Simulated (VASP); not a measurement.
# WCl3F (Pm-3m) in VASP: notebook

Runs on WCl3F. Level: PBE. Tasks: single point, relaxation of cell and atoms.

Program: VASP 6.6.1. These are calculated values, not measurements. Logs are shortened: lines on timing, memory, paths and dates and some standing lists are left out, and cuts for length are marked.

### 1 The cell of the first run

The structure is cubic, space group Pm-3m (No. 221). The conventional cell has a = 4.660 Å, b = 4.660 Å, c = 4.660 Å, α = 90.00°, β = 90.00°, γ = 90.00°. Within 3.1 Å of W (site symmetry m-3m) lie 6 Cl at 2.33 Å. Cl (site symmetry 4/mmm) has 2 W at 2.33 Å within 3.1 Å. F (site symmetry m-3m) has 12 Cl at 3.30 Å and 8 W at 4.04 Å within 4.3 Å.

The cell was built from a structure type or drawn by symmetry, and may not be a known phase.

### 2 Single point, PBE

INCAR

```
PREC     = Accurate       # precision mode
ENCUT    = 520            # plane-wave cutoff, eV
EDIFF    = 1E-6           # SCF threshold, eV
ISMEAR   = 0              # smearing method
SIGMA    = 0.1            # smearing width, eV
LREAL    = F              # projectors in reciprocal space
LASPH    = T              # aspherical terms in the spheres
NELM     = 80             # most SCF steps
ALGO     = Normal         # electronic algorithm
ISIF     = 2              # what is computed and relaxed
LWAVE    = F              # write WAVECAR
LCHARG   = T              # write CHGCAR
GGA      = PE             # functional
LELF     = T              # ELF
LVHAR    = T            
NBANDS   = 29             # bands
```

KPOINTS

```
Automatic mesh
0
Gamma
  8 8 8
```

POSCAR

```
WCl3F
1.0
    4.6604455103      0.0000000000      0.0000000000
    0.0000000000      4.6604455103      0.0000000000
    0.0000000000      0.0000000000      4.6604455103
W Cl F
1 3 1
Direct
    0.5000000000      0.5000000000      0.5000000000
    0.0000000000      0.5000000000      0.5000000000
    0.5000000000      0.0000000000      0.5000000000
    0.5000000000      0.5000000000      0.0000000000
    0.0000000000      0.0000000000      0.0000000000
```

Potentials or basis: VASP PAW PBE potentials, release 64 (W_sv, Cl, F).

Run with:

```sh
$ cat potpaw_PBE.64/W_sv/POTCAR potpaw_PBE.64/Cl/POTCAR potpaw_PBE.64/F/POTCAR > POTCAR
$ mpirun -np 1 vasp_std > vasp.out
```

OUTCAR:

```text
PREC = Accurate
   ENCUT = 520
   EDIFF = 1E-6
   ISMEAR = 0
   LREAL = F
   LASPH = T
   NELM = 80
   ISIF = 2
   GGA = PE

 ion  position               nearest neighbor table
   1  0.500  0.500  0.500-   2 2.33   3 2.33   4 2.33   4 2.33   3 2.33   2 2.33
   2  0.000  0.500  0.500-   1 2.33   1 2.33
   3  0.500  0.000  0.500-   1 2.33   1 2.33
   4  0.500  0.500  0.000-   1 2.33   1 2.33
   5  0.000  0.000  0.000-

  LATTYP: Found a simple cubic cell.
 ALAT       =     4.6604455103

  Lattice vectors:

 A1 = (   4.6604455103,   0.0000000000,   0.0000000000)
 A2 = (   0.0000000000,   4.6604455103,   0.0000000000)
 A3 = (   0.0000000000,   0.0000000000,   4.6604455103)

Analysis of symmetry for initial positions (statically):
=====================================================================
 Subroutine PRICEL returns:
 Original cell was already a primitive cell.

 Routine SETGRP: Setting up the symmetry group for a
 simple cubic supercell.

 Subroutine GETGRP returns: Found 48 space group operations
 (whereof 48 operations were pure point group operations)
 out of a pool of 48 trial point group operations.

The static configuration has the point symmetry O_h .

Analysis of symmetry for dynamics (positions and initial velocities):
=====================================================================
 Subroutine PRICEL returns:
 Original cell was already a primitive cell.

 Routine SETGRP: Setting up the symmetry group for a
 simple cubic supercell.

 Subroutine GETGRP returns: Found 48 space group operations
 (whereof 48 operations were pure point group operations)
 out of a pool of 48 trial point group operations.

The dynamic configuration has the point symmetry O_h .

 Subroutine INISYM returns: Found 48 space group operations
 (whereof 48 operations are pure point group operations),
 and found     1 'primitive' translations

----------------------------------------------------------------------------------------

                                     Primitive cell

  volume of cell :     101.2237

  direct lattice vectors                    reciprocal lattice vectors
     4.660445510  0.000000000  0.000000000     0.214571761  0.000000000  0.000000000
[... 91 lines left out ...]
   NELM   =     80;   NELMIN=  2; NELMDL= -5     # of ELM steps
   EDIFF  = 0.1E-05   stopping-criterion for ELM
   LREAL  =      F    real-space projection
   EDIFFG = 0.1E-04   stopping-criterion for IOM
   NSW    =      0    number of steps for IOM
   IBRION =     -1    ionic relax: 0-MD 1-quasi-New 2-CG
   NFREE  =      0    steps in history (QN), initial steepest desc. (CG)
   ISIF   =      2    stress and relaxation
   ISYM   =      2    0-nonsym 1-usesym 2-fastsym
   POTIM  = 0.5000    time-step for ionic-motion
   TEBEG  =    0.0;   TEEND  =   0.0 temperature during run
   PSTRESS=    0.0 pullay stress
   NELECT =      42.0000    total number of electrons
   NUPDOWN=      -1.0000    fix difference up-down
   EMIN   =  10.00;   EMAX   =-10.00  energy-range for DOS
   EFERMI =   0.00;   METHOD = LEGACY
   ISMEAR =     0;   SIGMA  =   0.10  broadening in eV -4-tet -1-fermi 0-gaus
   EFERMI_NEDOS =   21; number of points for ismear=-14 and -15
   IALGO  =     38    algorithm
   IMIX   =      4    mixing-type and parameters
     AMIX     =   0.40;   BMIX     =  1.00
     AMIX_MAG =   1.60;   BMIX_MAG =  1.00
  volume/ion in A,a.u.               =      20.24       136.62
  Fermi-wavevector in a.u.,A,eV,Ry     =   1.221042  2.307434 20.285509  1.490943
  Thomas-Fermi vector in A             =   2.356238
   LORBIT       =      0    0 simple, 1 ext, 2 COOP (PROOUT), +10 PAW based schemes
   GGA     = PE    functional components
   LHFCALC =     F    Hartree Fock is set to
   AEXX    =    0.0000 exact exchange contribution
   IVDW    =     0    specifies the selected vdW correction
   LEPSILON=     F    determine dielectric tensor
   LRPA    =     F    only Hartree local field effects (RPA)
 non-spin polarized calculation
 Gauss-broadening in eV      SIGMA  =   0.10
  energy-cutoff  :      520.00
  volume of cell :      101.22
 maximum number of plane-waves:      2800
 NGX is ok and might be reduce to    36
   NGX = 17   NGY = 17   NGZ = 17

 number of electron      42.0000008 magnetization

 Free energy of the ion-electron system (eV)
  ---------------------------------------------------
  ext. energy  EPLUGINS =         0.00000000
  ---------------------------------------------------
  free energy    TOTEN  =       -22.16506625 eV

  energy without entropy =      -22.15778268  energy(sigma->0) =      -22.16142446

 E-fermi :   2.9129     XC(G=0):  -9.3801

 val. band max:        2.8060477814   @ k =   0.2500   0.2500   0.1250
 cond. band min:       2.9232307122   @ k =   0.2500   0.2500   0.2500
 fundamental gap:      0.1171829309
 Fermi energy:         2.9129223611

 k-point     1 :       0.0000    0.0000    0.0000
  band No.  band energies     occupation
      1     -72.7391      2.00000
      2     -36.9535      2.00000
      3     -36.9535      2.00000
      4     -36.9535      2.00000
      5     -15.8912      2.00000
      6     -14.4840      2.00000
[... 757 lines left out ...]
     28      11.1346      0.00000
     29      11.4293      0.00000

 [... further k-points ...]

------------------------ aborting loop because EDIFF is reached ----------------------------------------

  FORCE on cell =-STRESS in cart. coord.  units (eV):
  Direction    XX          YY          ZZ          XY          YZ          ZX
  --------------------------------------------------------------------------------------
  -------------------------------------------------------------------------------------
  Total       -0.0211578     -0.0211578     -0.0211578      0.0000000      0.0000000      0.0000000
  in kB       -0.3348875     -0.3348875     -0.3348875      0.0000000      0.0000000      0.0000000
  external PRESSURE =      -0.3348875 kB  Pullay stress =       0.0000000 kB

 VOLUME and BASIS-vectors are now :
 -----------------------------------------------------------------------------
  energy-cutoff  :      520.00
  volume of cell :      101.22
      direct lattice vectors                 reciprocal lattice vectors
     4.660445510  0.000000000  0.000000000     0.214571761  0.000000000  0.000000000
     0.000000000  4.660445510  0.000000000     0.000000000  0.214571761  0.000000000
     0.000000000  0.000000000  4.660445510     0.000000000  0.000000000  0.214571761

 POSITION                                       TOTAL-FORCE (eV/Angst)
 -----------------------------------------------------------------------------------
      2.33022      2.33022      2.33022         0.000000      0.000000      0.000000
      0.00000      2.33022      2.33022         0.000000      0.000000      0.000000
      2.33022      0.00000      2.33022         0.000000      0.000000      0.000000
      2.33022      2.33022      0.00000         0.000000      0.000000      0.000000
      0.00000      0.00000      0.00000         0.000000      0.000000      0.000000
 -----------------------------------------------------------------------------------
    total drift:                                0.000000      0.000000      0.000000

  FREE ENERGIE OF THE ION-ELECTRON SYSTEM (eV)
  ---------------------------------------------------
  free  energy   TOTEN  =       -22.1650662518 eV

  energy  without entropy=      -22.1577826756  energy(sigma->0) =      -22.16142446
```

stdout:

```text
POSCAR found type information on POSCAR W ClF
 POSCAR found :  3 types and       5 ions
 scaLAPACK will be used
 LDA part: xc-table for (Slater+PW92), standard interpolation
 POSCAR, INCAR and KPOINTS ok, starting setup
 FFT: planning ... GRIDC
 FFT: planning ... GRID_SOFT
 FFT: planning ... GRID
 WAVECAR not read
 entering main loop
```

Wall time 2.7 min (1 thread of AMD EPYC 7R43 (Zen 3), shared host); peak memory 0.22 GiB.

What came out:

```yaml
Free_energy: -22.1651 eV
Pressure: 0.0 GPa
Band_gap_on_the_k_mesh: zero (bands 21 and 22 overlap by 1.69 eV)
```

Caveat: spin-orbit coupling is left out, which moves the levels of the heavy elements.

### 3 Relaxation of cell and atoms, PBE

This run uses another cell than the first one, of 21.00 Å³/atom.

INCAR

```
PREC = Accurate
ENCUT = 600
EDIFF = 1E-6
ISMEAR = 0
SIGMA = 0.1
LREAL = F
LASPH = T
NELM = 100
ALGO = Normal
ISIF = 3
LWAVE = F
LCHARG = F
GGA = PE
IBRION = 2
NSW = 100
EDIFFG = -0.01
```

KPOINTS is that of step 2.

Edit POSCAR of step 2 so:

```diff
@@ -2,5 +2,5 @@
 1.0
-    4.6604455103      0.0000000000      0.0000000000
-    0.0000000000      4.6604455103      0.0000000000
-    0.0000000000      0.0000000000      4.6604455103
+    4.7179406700      0.0000000000      0.0000000000
+    0.0000000000      4.7179406700      0.0000000000
+    0.0000000000      0.0000000000      4.7179406700
 W Cl F
```

Potentials or basis: VASP PAW PBE potentials, release 64 (W_sv, Cl, F).

Run with:

```sh
$ cat potpaw_PBE.64/W_sv/POTCAR potpaw_PBE.64/Cl/POTCAR potpaw_PBE.64/F/POTCAR > POTCAR
$ mpirun -np 1 vasp_std > vasp.out
```

OUTCAR:

```text
PREC = Accurate
   ENCUT = 600
   EDIFF = 1E-6
   ISMEAR = 0
   LREAL = F
   LASPH = T
   NELM = 100
   ISIF = 3
   GGA = PE
   IBRION = 2
   NSW = 100
   EDIFFG = -0.01

 ion  position               nearest neighbor table
   1  0.500  0.500  0.500-   2 2.36   3 2.36   4 2.36   4 2.36   3 2.36   2 2.36
   2  0.000  0.500  0.500-   1 2.36   1 2.36
   3  0.500  0.000  0.500-   1 2.36   1 2.36
   4  0.500  0.500  0.000-   1 2.36   1 2.36
   5  0.000  0.000  0.000-

  LATTYP: Found a simple cubic cell.
 ALAT       =     4.7179406700

  Lattice vectors:

 A1 = (   4.7179406700,   0.0000000000,   0.0000000000)
 A2 = (   0.0000000000,   4.7179406700,   0.0000000000)
 A3 = (   0.0000000000,   0.0000000000,   4.7179406700)

Analysis of symmetry for initial positions (statically):
=====================================================================
 Subroutine PRICEL returns:
 Original cell was already a primitive cell.

 Routine SETGRP: Setting up the symmetry group for a
 simple cubic supercell.

 Subroutine GETGRP returns: Found 48 space group operations
 (whereof 48 operations were pure point group operations)
 out of a pool of 48 trial point group operations.

The static configuration has the point symmetry O_h .

Analysis of symmetry for dynamics (positions and initial velocities):
=====================================================================
 Subroutine PRICEL returns:
 Original cell was already a primitive cell.

 Routine SETGRP: Setting up the symmetry group for a
 simple cubic supercell.

 Subroutine GETGRP returns: Found 48 space group operations
 (whereof 48 operations were pure point group operations)
 out of a pool of 48 trial point group operations.

The dynamic configuration has the point symmetry O_h .

 Subroutine INISYM returns: Found 48 space group operations
[... 128 lines left out ...]
   GGA     = PE    functional components
   LHFCALC =     F    Hartree Fock is set to
   AEXX    =    0.0000 exact exchange contribution
   IVDW    =     0    specifies the selected vdW correction
   LEPSILON=     F    determine dielectric tensor
   LRPA    =     F    only Hartree local field effects (RPA)
 conjugate gradient relaxation of ions
 non-spin polarized calculation
 Gauss-broadening in eV      SIGMA  =   0.10
  energy-cutoff  :      600.00
  volume of cell :      105.02
 maximum number of plane-waves:      3544
 NGX is ok and might be reduce to    40
   NGX = 19   NGY = 19   NGZ = 19

--------------------------------------- Ionic step        1  -------------------------------------------

 number of electron      42.0000019 magnetization

 Free energy of the ion-electron system (eV)
  ---------------------------------------------------
  ext. energy  EPLUGINS =         0.00000000
  ---------------------------------------------------
  free energy    TOTEN  =       -22.13569389 eV

  energy without entropy =      -22.12498016  energy(sigma->0) =      -22.13033703

------------------------ aborting loop because EDIFF is reached ----------------------------------------

  FORCE on cell =-STRESS in cart. coord.  units (eV):
  Direction    XX          YY          ZZ          XY          YZ          ZX
  --------------------------------------------------------------------------------------
  -------------------------------------------------------------------------------------
  Total       -1.7993645     -1.7993645     -1.7993645     -0.0000000     -0.0000000      0.0000000
  in kB      -27.4518940    -27.4518940    -27.4518940     -0.0000000     -0.0000000      0.0000000
  external PRESSURE =     -27.4518940 kB  Pullay stress =       0.0000000 kB
[... 65 lines left out ...]
--------------------------------------- Ionic step        3  -------------------------------------------

 number of electron      42.0000011 magnetization

 Free energy of the ion-electron system (eV)
  ---------------------------------------------------
  ext. energy  EPLUGINS =         0.00000000
  ---------------------------------------------------
  free energy    TOTEN  =       -22.16915186 eV

  energy without entropy =      -22.16193840  energy(sigma->0) =      -22.16554513

 E-fermi :   2.9088     XC(G=0):  -9.3786

 val. band max:        2.8013628321   @ k =   0.2500   0.2500   0.1250
 cond. band min:       2.9193601981   @ k =   0.2500   0.2500   0.2500
 fundamental gap:      0.1179973660
 Fermi energy:         2.9087909434

 k-point     1 :       0.0000    0.0000    0.0000
  band No.  band energies     occupation
      1     -72.7426      2.00000
      2     -36.9568      2.00000
      3     -36.9568      2.00000
      4     -36.9568      2.00000
      5     -15.8958      2.00000
      6     -14.4853      2.00000
[... 661 lines left out ...]
     24       4.4505      0.00000
     25       8.4019      0.00000

 [... further k-points ...]

------------------------ aborting loop because EDIFF is reached ----------------------------------------

  FORCE on cell =-STRESS in cart. coord.  units (eV):
  Direction    XX          YY          ZZ          XY          YZ          ZX
  --------------------------------------------------------------------------------------
  -------------------------------------------------------------------------------------
  Total       -0.0000610     -0.0000610     -0.0000610     -0.0000000      0.0000000     -0.0000000
  in kB       -0.0009660     -0.0009660     -0.0009660     -0.0000000      0.0000000     -0.0000000
  external PRESSURE =      -0.0009660 kB  Pullay stress =       0.0000000 kB
[... 20 lines left out ...]
  FREE ENERGIE OF THE ION-ELECTRON SYSTEM (eV)
  ---------------------------------------------------
  free  energy   TOTEN  =       -22.1691518607 eV

  energy  without entropy=      -22.1619384020  energy(sigma->0) =      -22.16554513

 reached required accuracy - stopping structural energy minimisation
```

Wall time 6.6 min (1 thread of AMD EPYC 7R43 (Zen 3), shared host); peak memory 0.27 GiB.

What came out:

```yaml
Free_energy: -22.1692 eV
Relaxed_volume: 20.25 Å³/atom
Relaxed_cell: a = 4.661 Å, b = 4.661 Å, c = 4.661 Å, α = 90.00°, β = 90.00°, γ = 90.00°
Space_group_after_relaxing_to_0.1_Å: Pm-3m (No. 221)
Energy_gained_by_relaxing: 6.7 meV/atom
Ionic_steps: 3
Pressure_after_relaxing: 0.0 GPa
Band_gap_on_the_k_mesh: zero (bands 21 and 22 overlap by 1.69 eV)
```

The path:
```
step  energy change (eV)  largest force (eV/Å)  pressure (GPa)  volume (Å³)
   1              0.0000                0.0000           -2.75       105.02
   2             -0.0266                0.0000            1.39        99.64
   3             -0.0335                0.0000            0.00       101.25
```

Final structure:
```xyz
5
Lattice="4.6609 0.0000 0.0000 0.0000 4.6609 0.0000 0.0000 0.0000 4.6609" Properties=species:S:1:pos:R:3 pbc="T T T"
W     2.3304    2.3304    2.3304
Cl    0.0000    2.3304    2.3304
Cl    2.3304    0.0000    2.3304
Cl    2.3304    2.3304    0.0000
F     0.0000    0.0000    0.0000
```

Caveat: spin-orbit coupling is left out, which moves the levels of the heavy elements.
